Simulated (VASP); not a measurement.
Write the native input for VASP 6.6.1 that does the following.

```
Task                   : relaxation of cell and atoms
Functional             : r2SCAN
Potentials or basis    : VASP PAW PBE potentials, release 64 (Mg)
Cutoff                 : 600 eV
k mesh                 : 9 × 9 × 4
Occupations            : gaussian, width 0.1 eV
Spin                   : no spin polarisation
Target pressure        : 18.6 GPa
Dipole correction      : no
Further INCAR settings : ALGO = Normal; EDIFF = 1e-06; IBRION = 2; EDIFFG = -0.05; NSW = 80; ISIF = 3
```

The system is Mg.

```
CELL_PARAMETERS angstrom
3.20930 0.00000 0.00000
-1.60465 2.77934 0.00000
0.00000 0.00000 5.21030
ATOMIC_POSITIONS crystal
Mg 0.33333 0.66667 0.25000
Mg 0.66667 0.33333 0.75000
```

One way to write it, as run:

POSCAR

```
Mg
1.0
    3.2093000000      0.0000000000      0.0000000000
   -1.6046500000      2.7793353284      0.0000000000
    0.0000000000      0.0000000000      5.2103000000
Mg
2
Direct
    0.3333333333      0.6666666667      0.2500000000
    0.6666666667      0.3333333333      0.7500000000
```

INCAR.step1

```
PREC = Accurate ; ENCUT = 600
ISMEAR = 0 ; SIGMA = 0.1
LREAL = False ; LASPH = True
NELM = 100 ; GGA = PE
ALGO = Normal ; EDIFF = 1E-4
LWAVE = True ; LCHARG = False
```

INCAR.step2

```
PREC = Accurate ; ENCUT = 600
EDIFF = 1E-6 ; ISMEAR = 0
SIGMA = 0.1 ; LREAL = False
LASPH = True ; NELM = 100
ALGO = Normal ; ISIF = 3
LWAVE = False ; LCHARG = False
METAGGA = R2SCAN ; LMIXTAU = True
IBRION = 2 ; NSW = 80
EDIFFG = -0.05 ; PSTRESS = 186.0
ISTART = 1
```

KPOINTS

```
regular mesh
0
Gamma
  9 9 4
```

Potentials or basis: VASP PAW PBE potentials, release 64 (Mg).

Command:

```console
$ cat potpaw_PBE.64/Mg/POTCAR > POTCAR
$ cp INCAR.step1 INCAR
$ mpirun -np 1 vasp_std > vasp.out
$ cp INCAR.step2 INCAR
$ mpirun -np 1 vasp_std > vasp.out
```

It gave:

| Quantity | Value |
| --- | --- |
| Relaxed volume | 17.11 Å³/atom |
| Relaxed cell | a = 2.896 Å, b = 2.896 Å, c = 4.710 Å, α = 90.00°, β = 90.00°, γ = 120.00° |
| Space group after relaxing (to 0.1 Å) | P6_3/mmc (No. 194) |
| Energy change on relaxing (the run minimises the enthalpy) | +243.1 meV/atom |
| Ionic steps | 3 |
| Pressure after relaxing | 18.5 GPa |
| Band gap on the k mesh | zero (bands 2 and 3 overlap by 2.14 eV) |

Caveat: the cell is relaxed towards a set pressure, so the run minimises the enthalpy, not the energy; the volume moved by over 15 % at a fixed basis, so the end points are rough; the PAW data sets were made with another functional, which shifts forces and pressure a little.

Run time: 2.2 min on 1 thread of Oxide Virtual Turin-like Processor, on a shared host, peak memory 0.16 GiB.
